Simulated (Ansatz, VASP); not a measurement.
Two plane-wave programs on Ge4Pd

```xyz
5
Lattice="-2.9823 2.9823 2.9823 2.9823 -2.9823 2.9823 2.9823 2.9823 -2.9823" Properties=species:S:1:pos:R:3 pbc="T T T"
Ge    1.4912    1.4912    1.4912
Ge    1.4912    1.4912   -1.4912
Ge    1.4912   -1.4912    1.4912
Ge   -1.4912    1.4912    1.4912
Pd    0.0000    0.0000    0.0000
```

Alike in both runs: functional PBE; k mesh 4 × 4 × 4; occupations gaussian, width 0.1 eV; no spin polarisation.

Ansatz relaxed the structure, and its values are those at the end. VASP's run is a single point on that final structure, the one shown.

```csv
,VASP,Ansatz
version,VASP 6.6.1,Ansatz 0.2.0
potentials or method,"VASP PAW PBE potentials, release 64 (Ge_d, Pd), cutoff 520 eV","scalar-relativistic, plane waves, PAW"
valence electrons in the cell,66,74
```

|  | VASP | Ansatz | Ansatz less VASP |
| --- | --- | --- | --- |
| gap on the k mesh at the Fermi level (eV) | none | none | - |
| pressure (GPa) | 0.1 | 0.1 | -0.01 |

A gap of «none» marks a metal or a gap that the smearing closes. The functional is the same, so the differences come from potentials, cutoffs and numerics. VASP's potentials hold 66 valence electrons a cell and Ansatz's 74, so a difference there can come from the potentials and not from the codes.

The k mesh is coarse, so the values compare programs but aren't converged.
